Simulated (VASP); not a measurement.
Set up this calculation in VASP 6.6.1, as the native input.

* Task: single point
* Functional: PBE
* Potentials or basis: VASP PAW PBE potentials, release 64 (Ba_sv, O)
* Cutoff: 600 eV
* k mesh: 6 × 6 × 6
* Occupations: gaussian, width 0.01 eV
* Spin: no spin polarisation
* Dipole correction: no
* Further INCAR settings: ALGO = Normal; EDIFF = 1e-06; NBANDS = 15

The structure of BaO lies in POSCAR:

```
BaO
1.0
    0.0000000000      2.7719426816      2.7719426816
    2.7719426816      0.0000000000      2.7719426816
    2.7719426816      2.7719426816      0.0000000000
Ba O
1 1
Direct
    0.0000000000      0.0000000000      0.0000000000
    0.5000000000      0.5000000000      0.5000000000
```

One way to write it, as run:

INCAR

```
  ALGO = Normal
  EDIFF = 1E-6
  ENCUT = 600
  GGA = PE
  GGA_COMPAT = F
  ISIF = 2
  ISMEAR = 0
  LASPH = T
  LCHARG = T
  LELF = T
  LREAL = F
  LVHAR = T
  LWAVE = F
  NBANDS = 15
  NELM = 120
  PREC = Accurate
  SIGMA = 0.01
```

KPOINTS

```
k-points
0
Gamma
  6 6 6
```

Potentials or basis: VASP PAW PBE potentials, release 64 (Ba_sv, O).

The run is started by

```bash
$ cat potpaw_PBE.64/Ba_sv/POTCAR potpaw_PBE.64/O/POTCAR > POTCAR
$ mpirun -np 1 vasp_std > vasp.out
```

Results of the run:

```json
{
  "Pressure": "2.8 GPa",
  "Band gap on the k mesh": "1.98 eV"
}
```

Caveat: spin-orbit coupling is left out, which moves the levels of the heavy elements.

It took 6 s on 1 thread of Intel(R) Xeon(R) 6975P-C (Granite Rapids), with other jobs on the host, peak memory 0.18 GiB.
